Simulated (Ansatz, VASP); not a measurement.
Two plane-wave programs on WS2

```
W S
1.0
    -3.14761    0.00000    0.00000
     0.00000    5.45181    0.00000
     1.57380   -0.90864   -6.37046
W S
2 4
Direct
  0.50027 0.50002 0.00055
  0.00174 0.00066 0.00348
  0.88892 0.63591 0.77784
  0.36719 0.11613 0.73438
  0.13486 0.70109 0.26973
  0.61311 0.21490 0.22622
```

Change from the starting cell: mode 11 (346.3 1/cm) frozen in, largest displacement -0.150 Å.

Alike in both runs: task single point; functional PBEsol; k mesh 10 × 6 × 10; occupations gaussian, width 0.05 eV; no spin polarisation.

```csv
,VASP,Ansatz
version,VASP 6.6.1,Ansatz 0.2.0
potentials or method,"VASP PAW PBE potentials, release 64 (W_sv, S), cutoff 520 eV","scalar-relativistic, plane waves, PAW"
valence electrons in the cell,52,52
```

```csv
,VASP,Ansatz,Ansatz less VASP
gap on the k mesh at the Fermi level (eV),1.03,1.02,-0.015
least direct gap on the mesh (eV),1.77,1.77,-0.001
pressure (GPa),2.1,2.0,-0.11
"traceless stress, the component that is largest in VASP (GPa)",0.96,0.97,+0.009
rms of the force components (eV/Å),1.026,1.021,-0.0054
```

VASP's potentials were made for PBE, not for PBEsol. Atom by atom the forces differ by 0.011 eV/Å (rms over components).

Neither program's run includes spin-orbit coupling.
